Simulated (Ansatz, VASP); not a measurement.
**Two plane-wave programs on ZnSe**

Contents of POSCAR:

```
ZnSe
1.0
    0.0000000000      2.9457175118      2.6936900735
    2.9457175118      0.0000000000      2.6936900735
    2.9457175118      2.9457175118      0.0000000000
Zn Se
1 1
Direct
    0.0000000000      0.0000000000      0.0000000000
    0.2500000000      0.2500000000      0.2500000000
```

File INCAR.step1:

```
  PREC = Accurate
  ENCUT = 520
  ISMEAR = -1
  SIGMA = 0.02
  LREAL = False
  LASPH = True
  NELM = 150
  LNONCOLLINEAR = True
  MAGMOM = 0 0 0 0 0 0
  LSORBIT = True
  GGA_COMPAT = False
  NBANDS = 30
  GGA = PE
  ALGO = Normal
  EDIFF = 1E-4
  LWAVE = True
  LCHARG = False
```

Contents of INCAR.step2:

```
  PREC = Accurate
  ENCUT = 520
  EDIFF = 1E-6
  ISMEAR = -1
  SIGMA = 0.02
  LREAL = False
  LASPH = True
  NELM = 150
  ALGO = Normal
  ISIF = 2
  LWAVE = False
  LCHARG = True
  LNONCOLLINEAR = True
  MAGMOM = 0 0 0 0 0 0
  LORBIT = 11
  LSORBIT = True
  GGA_COMPAT = False
  LORBMOM = True
  METAGGA = R2SCAN
  LMIXTAU = True
  LVHAR = True
  NBANDS = 30
  ISTART = 1
```

The input KPOINTS:

```
Automatic mesh
0
Gamma
  8 8 8
```

Input for Ansatz:

```yaml
crystal:
  lattice:
    - [0.0, 2.9457175118, 2.6936900735]
    - [2.9457175118, 0.0, 2.6936900735]
    - [2.9457175118, 2.9457175118, 0.0]
  atoms:
    - { symbol: Zn, position: [0.0, 0.0, 0.0] }
    - { symbol: Se, position: [0.25, 0.25, 0.25] }
kpoints:
  mp_grid: { grid: [8, 8, 8] }
  band_path:
    path:
      - [0.0, 0.0, 0.0]
      - [-0.5, -0.5, 0.0]
      - [-0.375, -0.375, 0.25]
      - [-0.375, 0.0, 0.375]
      - [0.0, 0.0, 0.5]
      - [-0.5, -0.25, 0.25]
    npoints: 1
hamiltonian:
  xc: r2scan
scf:
  occupations: { method: fermi_dirac, width: 0.02 }
  n_extra_bands: 8
magnetization:
  noncollinear: true
  spin_orbit: true
output:
  forces: true
  stress: true
  eigenvalues: true
```

Change from the starting cell: epitaxial_xy strain +4.0%.

Alike in both runs: task single point; functional r2SCAN; k mesh 8 × 8 × 8; occupations fermi-dirac, width 0.02 eV; non-collinear spin, spin-orbit coupling.

```csv
,VASP,Ansatz
version,VASP 6.6.1,Ansatz 0.2.0
potentials or method,"VASP PAW PBE potentials, release 64 (Zn, Se)","plane waves, PAW"
plane-wave cutoff (eV),520,500
valence electrons in the cell,18,28
```

|  | VASP | Ansatz | Ansatz less VASP |
| --- | --- | --- | --- |
| pressure (GPa) | -1.7 | -1.9 | -0.12 |
| traceless stress, the component that is largest in VASP (GPa) | 1.91 | 1.90 | -0.003 |

VASP's potentials were made for PBE, not for r2SCAN. VASP's potentials hold 18 valence electrons a cell and Ansatz's 28, so a difference there can come from the potentials and not from the codes.
